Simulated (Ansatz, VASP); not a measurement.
One calculation of Ir, two programs

```
CELL_PARAMETERS angstrom
0.00000 1.92208 1.92208
1.92208 0.00000 1.92208
1.92208 1.92208 0.00000
ATOMIC_POSITIONS crystal
Ir 0.00000 0.00000 0.00000
```

Alike in both runs: functional r2SCAN; k mesh 18 × 18 × 18; occupations gaussian, width 0.1 eV; no spin polarisation.

Ansatz relaxed the structure, and its values are those at the end. VASP's run is a single point on that final structure, the one shown.

```csv
,VASP,Ansatz
version,VASP 6.6.1,Ansatz 0.2.0
potentials or method,"VASP PAW PBE potentials, release 64 (Ir_sv_GW), cutoff 620 eV","scalar-relativistic, plane waves, PAW"
valence electrons in the cell,17,17
```

```tsv
	VASP	Ansatz	Ansatz less VASP
gap on the k mesh at the Fermi level (eV)	none	none	-
pressure (GPa)	-0.9	0.0	+0.93
```

VASP's potentials were made for PBE, not for r2SCAN. A gap of «none» marks a metal or a gap that the smearing closes. The functional is the same, so the differences come from potentials, cutoffs and numerics.

Spin-orbit coupling is off throughout.
